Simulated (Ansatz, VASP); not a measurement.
Si3Se2 in VASP and in Ansatz

```
Si Se
1.0
     6.87974    0.00000    0.00000
     0.00000    6.91009    0.00000
     0.00000    0.00000    4.90629
Si Se
6 4
Cartesian
  0.0000 3.4550 1.2532
  3.4399 0.0000 3.6531
  0.0000 0.0000 3.9317
  3.4399 3.4550 0.9746
  0.0000 3.4550 3.6728
  3.4399 0.0000 1.2335
  5.1598 5.1826 0.0000
  1.7199 1.7275 0.0000
  5.1598 1.7275 0.0000
  1.7199 5.1826 0.0000
```

Alike in both runs: functional PBE; k mesh 3 × 3 × 3; occupations gaussian, width 0.2 eV; no spin polarisation.

Ansatz relaxed the structure, and its values are those at the end. VASP's run is a single point on that final structure, the one shown.

|  | VASP | Ansatz |
| --- | --- | --- |
| version | VASP 6.6.1 | Ansatz 0.2.0 |
| potentials or method | VASP PAW PBE potentials, release 64 (Si, Se), cutoff 500 eV | scalar-relativistic, plane waves, PAW |
| valence electrons in the cell | 48 | 88 |

|  | VASP | Ansatz | Ansatz less VASP |
| --- | --- | --- | --- |
| gap on the k mesh at the Fermi level (eV) | none | none | - |
| pressure (GPa) | 0.2 | 0.2 | -0.02 |
| rms of the force components (eV/Å) | 0.018 | 0.016 | -0.0021 |

A gap of «none» marks a metal or a gap that the smearing closes. VASP's potentials hold 48 valence electrons a cell and Ansatz's 88, so a difference there can come from the potentials and not from the codes.

The k mesh is coarse, so the values compare programs but aren't converged.
